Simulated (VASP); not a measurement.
SnTe:

```
CELL_PARAMETERS angstrom
0.00000 3.61115 3.61115
3.61115 0.00000 3.61115
3.61115 3.61115 0.00000
ATOMIC_POSITIONS crystal
Te 0.25000 0.25000 0.25000
Sn 0.00000 0.00000 0.00000
```

Base run:

| Property | Result |
| --- | --- |
| Program | VASP 6.6.1 |
| Functional | PBEsol-based global hybrid with 25 % exact exchange |
| Potentials or basis | VASP PAW PBE potentials, release 64 (Te, Sn_d) |
| Cutoff | 520 eV |
| k mesh | 4 × 4 × 4 |
| Occupations | fermi-dirac, width 0.05 eV |
| Spin | no spin polarisation |

Its results: band gap on the k mesh 0.93 eV (least direct gap 1.75 eV); pressure -1.7 GPa.

**Question.** After a change of settings the same cell gave: band gap on the k mesh 0.37 eV (least direct gap 1.14 eV); pressure -0.7 GPa. Which change was it?
A. functional from PBEsol-based global hybrid with 25 % exact exchange to HSE06
B. functional from PBEsol-based global hybrid with 25 % exact exchange to r2SCAN0
C. functional from PBEsol-based global hybrid with 25 % exact exchange to PBE0; further incar settings from ALGO = Normal; EDIFF = 1e-06; NBANDS = 17 to ALGO = Normal; EDIFF = 1e-07; NBANDS = 17
D. functional from PBEsol-based global hybrid with 25 % exact exchange to PBEsol; occupations from fermi-dirac, width 0.05 eV to fermi-dirac, width 0.03 eV

**Answer.** A.

Caveats: the PAW data sets were made with another functional, which shifts forces and pressure a little; spin-orbit coupling is left out, which moves the levels of the heavy elements.
